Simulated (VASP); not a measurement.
LiIn, 4 atoms in the cell. The structure is cubic, space group Fd-3m (No. 227). The conventional cell has a = 6.823 Å, b = 6.823 Å, c = 6.823 Å, α = 90.00°, β = 90.00°, γ = 90.00°. Within 3.9 Å of In (site symmetry -43m) lie 4 In at 2.95 Å and 10 Li at 2.95 to 3.41 Å. Within 3.9 Å of Li (site symmetry -43m) lie 10 In at 2.95 to 3.41 Å and 4 Li at 2.95 Å. 

| Item | Value |
| --- | --- |
| Program | VASP 6.6.1 |
| Task | single point |
| Functional | r2SCAN |
| Potentials or basis | VASP PAW PBE potentials, release 64 (In_d, Li_sv) |
| Cutoff | 520 eV |
| k mesh | 5 × 5 × 5 |
| Occupations | fermi-dirac, width 0.111 eV |
| Spin | no spin polarisation |
| Dipole correction | no |
| Further INCAR settings | ALGO = Normal; EDIFF = 1e-07; NBANDS = 24; ISYM = 0 |

Potentials or basis: VASP PAW PBE potentials, release 64 (In_d, Li_sv).

Launch:

```console
$ cat potpaw_PBE.64/In_d/POTCAR potpaw_PBE.64/Li_sv/POTCAR > POTCAR
$ cp INCAR.step1 INCAR
$ mpirun -np 1 vasp_std > vasp.out
$ cp INCAR.step2 INCAR
$ mpirun -np 1 vasp_std > vasp.out
```

Hardware: 1 thread of AMD EPYC 7R43 64-Core Processor (Zen 3), on a shared host.

**Question.** How long does it take, and how much memory?

**Answer.** Run time: 21 min on 1 thread of AMD EPYC 7R43 64-Core Processor (Zen 3) (shared host), peak memory 0.24 GiB. Counts: k points 63.
